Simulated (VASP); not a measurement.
# SrCl2 (Fm-3m) in VASP: further runs, part 2 of 2

VASP 6.6.1. Earlier steps stand in the parts before.

### 3 Single point, PBE

This run uses another cell than the first one, of 28.30 Å³/atom, 1.002 times its volume.

INCAR

```
SYSTEM = SrCl2
PREC = Accurate
ENCUT = 500
EDIFF = 1E-6
ISMEAR = 0
SIGMA = 0.1
LREAL = .False.
LASPH = .True.
NELM = 120
ALGO = Normal
ISIF = 2
LWAVE = .False.
LCHARG = .False.
GGA = PE
NBANDS = 19
GGA_COMPAT = .False.
```

KPOINTS

```
Automatic mesh
0
Gamma
  4 4 4
  0 0 0
```

POSCAR

```
SrCl2
1.0
    0.0000000000      3.4883499100      3.4883499100
    3.4883499100      0.0000000000      3.4883499100
    3.4883499100      3.4883499100      0.0000000000
Sr Cl
1 2
Direct
    0.0000000000      0.0000000000      0.0000000000
    0.2500000000      0.2500000000      0.2500000000
    0.7500000000      0.7500000000      0.7500000000
```

Potentials or basis: VASP PAW PBE potentials, release 64 (Sr_sv, Cl).

Command:

```
$ cat potpaw_PBE.64/Sr_sv/POTCAR potpaw_PBE.64/Cl/POTCAR > POTCAR
$ mpirun -np 1 vasp_std > vasp.out
```

OUTCAR:

```text
SYSTEM = SrCl2
   PREC = Accurate
   ENCUT = 500
   EDIFF = 1E-6
   ISMEAR = 0
   LREAL = .False.
   LASPH = .True.
   NELM = 120
   ISIF = 2
   GGA = PE

 ion  position               nearest neighbor table
   1  0.000  0.000  0.000-   3 3.02   3 3.02   3 3.02   2 3.02   3 3.02   2 3.02   2 3.02   2 3.02

   2  0.250  0.250  0.250-   1 3.02   1 3.02   1 3.02   1 3.02
   3  0.750  0.750  0.750-   1 3.02   1 3.02   1 3.02   1 3.02

  LATTYP: Found a face centered cubic cell.
 ALAT       =     6.9766998200

  Lattice vectors:

 A1 = (   0.0000000000,   3.4883499100,   3.4883499100)
 A2 = (   3.4883499100,   0.0000000000,   3.4883499100)
 A3 = (   3.4883499100,   3.4883499100,   0.0000000000)

Analysis of symmetry for initial positions (statically):
=====================================================================
 Subroutine PRICEL returns:
 Original cell was already a primitive cell.

 Routine SETGRP: Setting up the symmetry group for a
 face centered cubic supercell.

 Subroutine GETGRP returns: Found 48 space group operations
[... 9 lines left out ...]

 Routine SETGRP: Setting up the symmetry group for a
 face centered cubic supercell.

 Subroutine GETGRP returns: Found 48 space group operations
[... 11 lines left out ...]
                                     Primitive cell

  volume of cell :      84.8966

  direct lattice vectors                    reciprocal lattice vectors
     0.000000000  3.488349910  3.488349910    -0.143334245  0.143334245  0.143334245
     3.488349910  0.000000000  3.488349910     0.143334245 -0.143334245  0.143334245
     3.488349910  3.488349910  0.000000000     0.143334245  0.143334245 -0.143334245

  length of vectors
     4.933271753  4.933271753  4.933271753     0.248262194  0.248262194  0.248262194

  position of ions in fractional coordinates (direct lattice)
     0.000000000  0.000000000  0.000000000
     0.250000000  0.250000000  0.250000000
     0.750000000  0.750000000  0.750000000

  ion indices of the primitive-cell ions
   primitive index   ion index
                 1           1
                 2           2
                 3           3

----------------------------------------------------------------------------------------

 KPOINTS: Automatic mesh

Automatic generation of k-mesh.
 Grid dimensions read from file:
 generate k-points for:    4    4    4

 Generating k-lattice:

  Cartesian coordinates                     Fractional coordinates (reciprocal lattice)
    -0.035833561  0.035833561  0.035833561     0.250000000  0.000000000  0.000000000
     0.035833561 -0.035833561  0.035833561     0.000000000  0.250000000  0.000000000
     0.035833561  0.035833561 -0.035833561     0.000000000  0.000000000  0.250000000

  Length of vectors
     0.062065549  0.062065549  0.062065549

  Shift w.r.t. Gamma in fractional coordinates (k-lattice)
     0.000000000  0.000000000  0.000000000

 Subroutine IBZKPT returns following result:
 ===========================================

 Found      8 irreducible k-points:

 Following reciprocal coordinates:
            Coordinates               Weight
  0.000000  0.000000  0.000000      1.000000
  0.250000  0.000000  0.000000      8.000000
  0.500000  0.000000  0.000000      4.000000
  0.250000  0.250000  0.000000      6.000000
  0.500000  0.250000  0.000000     24.000000
 -0.250000  0.250000  0.000000     12.000000
  0.500000  0.500000  0.000000      3.000000
 -0.250000  0.500000  0.250000      6.000000
   k-points           NKPTS =      8   k-points in BZ     NKDIM =      8   number of bands    NBANDS=     19
   number of dos      NEDOS =    301   number of ions     NIONS =      3
   total plane-waves  NPLWV =  46656
   dimension x,y,z NGX =    36 NGY =   36 NGZ =   36
   dimension x,y,z NGXF=    72 NGYF=   72 NGZF=   72
   ions per type =               1   2
   NGX,Y,Z   is equivalent  to a cutoff of  12.13, 12.13, 12.13 a.u.
   NGXF,Y,Z  is equivalent  to a cutoff of  24.26, 24.26, 24.26 a.u.
 SYSTEM =  SrCl2
   PREC   = accura    normal or accurate (medium, high low for compatibility)
   ISTART =      0    job   : 0-new  1-cont  2-samecut
   ICHARG =      2    charge: 1-file 2-atom 10-const
   ISPIN  =      1    spin polarized calculation?
   LNONCOLLINEAR =      F non collinear calculations
   LSORBIT =      F    spin-orbit coupling
   LASPH  =      T    aspherical Exc in radial PAW
   ENCUT  =  500.0 eV  36.75 Ry    6.06 a.u.   8.99  8.99  8.99*2*pi/ulx,y,z
   NELM   =    120;   NELMIN=  2; NELMDL= -5     # of ELM steps
   EDIFF  = 0.1E-05   stopping-criterion for ELM
   LREAL  =      F    real-space projection
   EDIFFG = 0.1E-04   stopping-criterion for IOM
   NSW    =      0    number of steps for IOM
   IBRION =     -1    ionic relax: 0-MD 1-quasi-New 2-CG
   NFREE  =      0    steps in history (QN), initial steepest desc. (CG)
   ISIF   =      2    stress and relaxation
   ISYM   =      2    0-nonsym 1-usesym 2-fastsym
   POTIM  = 0.5000    time-step for ionic-motion
   TEBEG  =    0.0;   TEEND  =   0.0 temperature during run
   PSTRESS=    0.0 pullay stress
   NELECT =      24.0000    total number of electrons
   NUPDOWN=      -1.0000    fix difference up-down
   EMIN   =  10.00;   EMAX   =-10.00  energy-range for DOS
   EFERMI =   0.00;   METHOD = LEGACY
   ISMEAR =     0;   SIGMA  =   0.10  broadening in eV -4-tet -1-fermi 0-gaus
   EFERMI_NEDOS =   21; number of points for ismear=-14 and -15
   IALGO  =     38    algorithm
   IMIX   =      4    mixing-type and parameters
     AMIX     =   0.40;   BMIX     =  1.00
     AMIX_MAG =   1.60;   BMIX_MAG =  1.00
  volume/ion in A,a.u.               =      28.30       190.97
  Fermi-wavevector in a.u.,A,eV,Ry     =   1.074439  2.030396 15.706834  1.154420
  Thomas-Fermi vector in A             =   2.210267
   LORBIT       =      0    0 simple, 1 ext, 2 COOP (PROOUT), +10 PAW based schemes
   GGA     = PE    functional components
   LHFCALC =     F    Hartree Fock is set to
   AEXX    =    0.0000 exact exchange contribution
   IVDW    =     0    specifies the selected vdW correction
   LEPSILON=     F    determine dielectric tensor
   LRPA    =     F    only Hartree local field effects (RPA)
 non-spin polarized calculation
 Gauss-broadening in eV      SIGMA  =   0.10
  energy-cutoff  :      500.00
  volume of cell :       84.90
 maximum number of plane-waves:      2180
   NGX = 17   NGY = 17   NGZ = 17

 number of electron      24.0000003 magnetization

 Free energy of the ion-electron system (eV)
  ---------------------------------------------------
  ext. energy  EPLUGINS =         0.00000000
  ---------------------------------------------------
  free energy    TOTEN  =       -12.78195190 eV

  energy without entropy =      -12.78195190  energy(sigma->0) =      -12.78195190

 E-fermi :   0.6911     XC(G=0):  -8.2829

 val. band max:        0.1527875173   @ k =   0.5000   0.5000   0.0000
 cond. band min:       5.4906891053   @ k =   0.0000   0.0000   0.0000
 fundamental gap:      5.3379015879
 Fermi energy:         0.6911445882

 k-point     1 :       0.0000    0.0000    0.0000
  band No.  band energies     occupation
      1     -32.7344      2.00000
      2     -14.7259      2.00000
      3     -14.7259      2.00000
      4     -14.7259      2.00000
      5     -13.1528      2.00000
      6     -12.3028      2.00000
[... 11 lines left out ...]
     18       9.1884      0.00000
     19       9.4668      0.00000

 k-point     2 :       0.2500    0.0000    0.0000
  band No.  band energies     occupation
      1     -32.7328      2.00000
      2     -14.8877      2.00000
      3     -14.7328      2.00000
      4     -14.7328      2.00000
      5     -12.8768      2.00000
      6     -12.4024      2.00000
[... 11 lines left out ...]
     18       8.7811      0.00000
     19       9.7661      0.00000

 k-point     3 :       0.5000    0.0000    0.0000
  band No.  band energies     occupation
      1     -32.7312      2.00000
      2     -15.0095      2.00000
      3     -14.7397      2.00000
      4     -14.7397      2.00000
      5     -12.7544      2.00000
      6     -12.3757      2.00000
[... 82 lines left out ...]
      1     -32.7301      2.00000
      2     -15.0712      2.00000
      3     -14.7588      2.00000
      4     -14.7588      2.00000
      5     -12.6059      2.00000
      6     -12.3948      2.00000
[... 11 lines left out ...]
     18       8.8212      0.00000
     19      10.0734      0.00000

 k-point     8 :      -0.2500    0.5000    0.2500
  band No.  band energies     occupation
      1     -32.7301      2.00000
      2     -14.9240      2.00000
      3     -14.9240      2.00000
      4     -14.7591      2.00000
      5     -12.4915      2.00000
      6     -12.4915      2.00000
[... 11 lines left out ...]
     18       9.6419      0.00000
     19      10.7943      0.00000

------------------------ aborting loop because EDIFF is reached ----------------------------------------

  FORCE on cell =-STRESS in cart. coord.  units (eV):
  Direction    XX          YY          ZZ          XY          YZ          ZX
  --------------------------------------------------------------------------------------
  -------------------------------------------------------------------------------------
  Total        0.5618824      0.5618824      0.5618824      0.0000000     -0.0000000      0.0000000
  in kB       10.6039058     10.6039058     10.6039058      0.0000000     -0.0000000      0.0000000
  external PRESSURE =      10.6039058 kB  Pullay stress =       0.0000000 kB

 VOLUME and BASIS-vectors are now :
 -----------------------------------------------------------------------------
  energy-cutoff  :      500.00
  volume of cell :       84.90
      direct lattice vectors                 reciprocal lattice vectors
     0.000000000  3.488349910  3.488349910    -0.143334245  0.143334245  0.143334245
     3.488349910  0.000000000  3.488349910     0.143334245 -0.143334245  0.143334245
     3.488349910  3.488349910  0.000000000     0.143334245  0.143334245 -0.143334245

 POSITION                                       TOTAL-FORCE (eV/Angst)
 -----------------------------------------------------------------------------------
      0.00000      0.00000      0.00000        -0.000000     -0.000000      0.000000
      1.74417      1.74417      1.74417         0.000000      0.000000      0.000000
      5.23252      5.23252      5.23252        -0.000000     -0.000000     -0.000000
 -----------------------------------------------------------------------------------
    total drift:                                0.000000      0.000000      0.000000

  FREE ENERGIE OF THE ION-ELECTRON SYSTEM (eV)
  ---------------------------------------------------
  free  energy   TOTEN  =       -12.7819518974 eV

  energy  without entropy=      -12.7819518974  energy(sigma->0) =      -12.78195190
```

Wall time 13 s (1 thread of Intel Xeon Platinum 8259CL at 2.50GHz (Skylake/Cascade Lake), shared host); peak memory 0.2 GiB.

What came out:

- Free energy: -12.7820 eV
- Pressure: 1.1 GPa
- Band gap on the k mesh: 5.34 eV, indirect (least direct gap 5.51 eV)

A k mesh can miss the band edges. As with any semilocal functional, this PBE gap is likely too small.

### 4 Single point, PBE

This run uses another cell than the first one, of 29.07 Å³/atom, 1.030 times its volume.

INCAR

```
SYSTEM = SrCl2
  ALGO = Normal
  EDIFF = 1E-6
  ENCUT = 500
  GGA = PE
  GGA_COMPAT = .FALSE.
  ISIF = 2
  ISMEAR = 0
  LASPH = .TRUE.
  LCHARG = .FALSE.
  LREAL = .FALSE.
  LWAVE = .FALSE.
  NBANDS = 19
  NELM = 120
  PREC = Accurate
  SIGMA = 0.1
```

KPOINTS

```
k-points
0
G
  4 4 4
  0 0 0
```

POSCAR

```
SrCl2
1.0
    0.0000000000      3.5196423567      3.5196423567
    3.5196423567      0.0000000000      3.5196423567
    3.5196423567      3.5196423567      0.0000000000
Sr Cl
1 2
Direct
    0.5000000000      0.5000000000      0.5000000000
    0.2500000000      0.2500000000      0.2500000000
    0.7500000000      0.7500000000      0.7500000000
```

Potentials or basis: VASP PAW PBE potentials, release 64 (Sr_sv, Cl).

Command:

```
$ cat potpaw_PBE.64/Sr_sv/POTCAR potpaw_PBE.64/Cl/POTCAR > POTCAR
$ mpirun -np 1 vasp_std > vasp.out
```

OUTCAR:

```text
SYSTEM = SrCl2
   EDIFF = 1E-6
   ENCUT = 500
   GGA = PE
   ISIF = 2
   ISMEAR = 0
   LASPH = .TRUE.
   LREAL = .FALSE.
   NELM = 120
   PREC = Accurate

 ion  position               nearest neighbor table
   1  0.500  0.500  0.500-   2 3.05   2 3.05   2 3.05   2 3.05   3 3.05   3 3.05   3 3.05   3 3.05

   2  0.250  0.250  0.250-   1 3.05   1 3.05   1 3.05   1 3.05
   3  0.750  0.750  0.750-   1 3.05   1 3.05   1 3.05   1 3.05

[... 352 lines left out ...]

  FORCE on cell =-STRESS in cart. coord.  units (eV):
  Direction    XX          YY          ZZ          XY          YZ          ZX
  --------------------------------------------------------------------------------------
  -------------------------------------------------------------------------------------
  Total        0.0460414      0.0460414      0.0460414     -0.0000000      0.0000000     -0.0000000
  in kB        0.8459289      0.8459289      0.8459289     -0.0000000      0.0000000     -0.0000000
  external PRESSURE =       0.8459289 kB  Pullay stress =       0.0000000 kB

 VOLUME and BASIS-vectors are now :
 -----------------------------------------------------------------------------
  energy-cutoff  :      500.00
  volume of cell :       87.20
      direct lattice vectors                 reciprocal lattice vectors
     0.000000000  3.519642357  3.519642357    -0.142059888  0.142059888  0.142059888
     3.519642357  0.000000000  3.519642357     0.142059888 -0.142059888  0.142059888
     3.519642357  3.519642357  0.000000000     0.142059888  0.142059888 -0.142059888

 POSITION                                       TOTAL-FORCE (eV/Angst)
 -----------------------------------------------------------------------------------
      3.51964      3.51964      3.51964         0.000000      0.000000     -0.000000
      1.75982      1.75982      1.75982         0.000000      0.000000     -0.000000
      5.27946      5.27946      5.27946        -0.000000     -0.000000      0.000000
 -----------------------------------------------------------------------------------
    total drift:                                0.000000      0.000000      0.000000

  FREE ENERGIE OF THE ION-ELECTRON SYSTEM (eV)
  ---------------------------------------------------
  free  energy   TOTEN  =       -12.7909778737 eV

  energy  without entropy=      -12.7909778737  energy(sigma->0) =      -12.79097787
```

OSZICAR:

```text
N       E                     dE             d eps       ncg     rms          rms(c)
DAV:   1     0.139786317920E+03    0.13979E+03   -0.11124E+04   304   0.108E+03
DAV:   2    -0.236730623675E+01   -0.14215E+03   -0.13899E+03   401   0.222E+02
DAV:   3    -0.128753127466E+02   -0.10508E+02   -0.10476E+02   477   0.586E+01
DAV:   4    -0.130736674548E+02   -0.19835E+00   -0.19798E+00   450   0.703E+00
DAV:   5    -0.130780166743E+02   -0.43492E-02   -0.43489E-02   453   0.794E-01    0.122E+01
DAV:   6    -0.127723429156E+02    0.30567E+00   -0.61482E-01   337   0.435E+00    0.785E+00
DAV:   7    -0.127811532590E+02   -0.88103E-02   -0.35864E-01   407   0.357E+00    0.220E+00
DAV:   8    -0.127885503935E+02   -0.73971E-02   -0.53425E-02   356   0.128E+00    0.407E-01
DAV:   9    -0.127894609466E+02   -0.91055E-03   -0.20820E-03   386   0.265E-01    0.147E-01
DAV:  10    -0.127908716262E+02   -0.14107E-02   -0.10319E-03   331   0.186E-01    0.384E-02
DAV:  11    -0.127909549345E+02   -0.83308E-04   -0.53966E-05   383   0.411E-02    0.425E-02
DAV:  12    -0.127909761123E+02   -0.21178E-04   -0.20425E-05   337   0.227E-02    0.297E-03
DAV:  13    -0.127909779052E+02   -0.17929E-05   -0.19238E-06   357   0.742E-03    0.441E-03
DAV:  14    -0.127909778737E+02    0.31494E-07   -0.40738E-07   261   0.416E-03
   1 F= -.12790978E+02 E0= -.12790978E+02  d E =-.131941E-10
```

stdout:

```text
POSCAR found type information on POSCAR SrCl
 POSCAR found :  2 types and       3 ions
 scaLAPACK will be used
 LDA part: xc-table for (Slater+PW92), standard interpolation
 POSCAR, INCAR and KPOINTS ok, starting setup
 FFT: planning ... GRIDC
 FFT: planning ... GRID_SOFT
 FFT: planning ... GRID
 WAVECAR not read
 entering main loop
```

Run time: 13 s. Hardware: 1 thread of Intel Xeon Platinum 8259CL at 2.50GHz (Skylake/Cascade Lake), shared host; peak memory 0.2 GiB.

Results:

```
Free energy            : -12.7910 eV
Pressure               : 0.1 GPa
Band gap on the k mesh : 5.23 eV, indirect (least direct gap 5.51 eV)
```

Levels at points of the mesh, in eV from the valence-band top:
```
           k point  band 9  band 10  band 11  band 12  band 13  band 14  band 15  band 16
(0.00, 0.00, 0.00)   -2.03    -0.33    -0.33    -0.33     5.23     6.10     6.10     8.99
(0.50, 0.00, 0.00)   -1.45    -1.27    -1.01    -1.01     6.69     6.69     7.41     7.83
(0.50, 0.50, 0.00)   -1.82    -0.38    -0.38     0.00     5.51     6.96     7.53     7.92
```

A k mesh can miss the band edges. As with any semilocal functional, this PBE gap is likely too small.

### 5 Summary

| cell | gap on the mesh (eV) | pressure (GPa) |
| --- | --- | --- |
| a = 4.929 Å, angles 60.0°, 3 atoms | 5.35 | 1.2 |
| a = 4.933 Å, angles 60.0°, 3 atoms | 5.34 | 1.1 |
| a = 4.978 Å, angles 60.0°, 3 atoms | 5.23 | 0.1 |

Alike in all rows: task single point; level PBE; potentials or basis VASP PAW PBE potentials, release 64 (Sr_sv, Cl); no spin polarisation; k mesh 4 × 4 × 4; cutoff (eV) 500; smearing gaussian 0.1 eV.

Total energies depend on the potentials used, so only differences within one code and one set of settings carry meaning.
